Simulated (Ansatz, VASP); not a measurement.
## Two plane-wave programs on CdS

Contents of INCAR:

```
PREC = Accurate
ENCUT = 520
EDIFF = 1E-6
ISMEAR = 0
SIGMA = 0.1
LREAL = F
LASPH = T
NELM = 80
ALGO = Normal
ISIF = 2
LWAVE = F
LCHARG = F
GGA = VW
NBANDS = 16
```

KPOINTS

```
Automatic mesh
0
Gamma
  8 8 8
```

The input POSCAR:

```
CdS
1.0
    0.0000000000      2.9165000000      2.9165000000
    2.9165000000      0.0000000000      2.9165000000
    2.9165000000      2.9165000000      0.0000000000
Cd S
1 1
Direct
    0.0000000000      0.0000000000      0.0000000000
    0.2500000000      0.2500000000      0.2500000000
```

The input input.yaml:

```yaml
crystal:
  lattice:
    - [0.0, 2.9165, 2.9165]
    - [2.9165, 0.0, 2.9165]
    - [2.9165, 2.9165, 0.0]
  atoms:
    - { symbol: Cd, position: [0.0, 0.0, 0.0] }
    - { symbol: S, position: [0.25, 0.25, 0.25] }
hamiltonian:
  xc: { exchange: slater, correlation: vwn5 }
  pseudopotentials: { kind: nc, accuracy: standard, xc_functional: lda }
kpoints:
  mp_grid: { grid: [8, 8, 8] }
scf:
  occupations: { method: gaussian, width: 0.1 }
output:
  forces: true
  stress: true
  eigenvalues: true
```

Alike in both runs: task single point; functional SVWN5; k mesh 8 × 8 × 8; occupations gaussian, width 0.1 eV; no spin polarisation.

|  | VASP | Ansatz |
| --- | --- | --- |
| version | VASP 6.6.1 | Ansatz 0.2.0 |
| potentials or method | VASP PAW PBE potentials, release 64 (Cd, S) | PseudoDojo standard (LDA files) |
| plane-wave cutoff (eV) | 520 | 1388 |
| valence electrons in the cell | 18 | 26 |

```csv
,VASP,Ansatz,Ansatz less VASP
gap on the k mesh at the Fermi level (eV),0.87,0.86,-0.006
least direct gap on the mesh (eV),0.87,0.86,-0.006
pressure (GPa),-2.1,-2.5,-0.39
```

VASP's potentials were made for PBE, not for SVWN5. VASP's potentials hold 18 valence electrons a cell and Ansatz's 26, so a difference there can come from the potentials and not from the codes.
